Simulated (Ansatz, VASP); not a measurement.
## NaH in VASP and in Ansatz

Contents of INCAR:

```
SYSTEM = NaH
  ALGO = Normal
  EDIFF = 1E-6
  ENCUT = 520
  ISIF = 2
  ISMEAR = 0
  LASPH = .True.
  LCHARG = .True.
  LELF = .True.
  LREAL = .False.
  LVHAR = .True.
  LWAVE = .False.
  NBANDS = 11
  NELM = 100
  PREC = Accurate
  SIGMA = 0.05
```

Contents of KPOINTS:

```
k-points
0
Gamma
  12 12 12
  0 0 0
```

POSCAR

```
NaH
1.0
    2.9551240000      0.0000000000      0.0000000000
    0.0000000000      2.9551240000      0.0000000000
    0.0000000000      0.0000000000      2.9994508600
Na H
1 1
Direct
    0.0000000000      0.0000000000      0.0000000000
    0.5000000000      0.5000000000      0.5000000000
```

Input for Ansatz:

```yaml
crystal:
  lattice:
    - [2.955124, 0.0, 0.0]
    - [0.0, 2.955124, 0.0]
    - [0.0, 0.0, 2.99945086]
  atoms:
    - { symbol: Na, position: [0.0, 0.0, 0.0] }
    - { symbol: H, position: [0.5, 0.5, 0.5] }
basis:
  ecutwfc: 420
kpoints:
  mp_grid: { grid: [12, 12, 12] }
hamiltonian:
  xc: lda
scf:
  occupations: { method: gaussian, width: 0.05 }
output:
  forces: true
  stress: true
  eigenvalues: true
```

Change from the starting cell: strain +0.0150 x Voigt [0, 0, 1, 0, 0, 0], atoms carried along.

Alike in both runs: task single point; functional LDA; k mesh 12 × 12 × 12; occupations gaussian, width 0.05 eV; no spin polarisation.

```csv
,VASP,Ansatz
version,VASP 6.6.1,Ansatz 0.2.0
potentials or method,"VASP PAW LDA potentials, release 64 (Na_pv, H), cutoff 520 eV","scalar-relativistic, plane waves, PAW"
valence electrons in the cell,8,10
```

VASP gave:

```
gap on the k mesh at the Fermi level (eV)                     : 0.49
least direct gap on the mesh (eV)                             : 4.08
pressure (GPa)                                                : -2.4
traceless stress, the component that is largest in VASP (GPa) : -1.08
```

Estimate Ansatz's values.

gap on the k mesh at the Fermi level (eV): 0.49; least direct gap on the mesh (eV): 4.08; pressure (GPa): -2.3; traceless stress, the component that is largest in VASP (GPa): -1.08.

LDA's correlation is that of Perdew and Zunger in VASP and of Perdew and Wang (1992) in Ansatz. VASP's potentials hold 8 valence electrons a cell and Ansatz's 10, so a difference there can come from the potentials and not from the codes.
